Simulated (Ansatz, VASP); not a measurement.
# Cl in VASP and in Ansatz

```
Cl
1.0
     7.33935    0.00000    0.00000
    -3.66967    6.35606    0.00000
     0.00000    0.00000    2.27226
Cl
3
Direct
  0.00000 0.00000 0.00000
  0.33333 0.66667 0.50000
  0.66667 0.33333 0.50000
```

Change from the starting cell: volume scaled by 1, PAW files.

Alike in both runs: task single point; functional PBE; k mesh 8 × 8 × 11; occupations fermi-dirac, width 0.05 eV; no spin polarisation.

|  | VASP | Ansatz |
| --- | --- | --- |
| version | VASP 6.6.1 | Ansatz 0.2.0 |
| potentials or method | VASP PAW PBE potentials, release 64 (Cl) | PAW with Ansatz's default frozen-core files, scalar-relativistic |
| plane-wave cutoff (eV) | 520 | 420 |
| valence electrons in the cell | 21 | 21 |

VASP gave:

```
pressure (GPa)                                                : -0.1
traceless stress, the component that is largest in VASP (GPa) : -0.15
```

Problem. What did Ansatz give for the same quantities?

Solution. Pressure (GPa): 0.0; traceless stress, the component that is largest in VASP (GPa): 0.00.
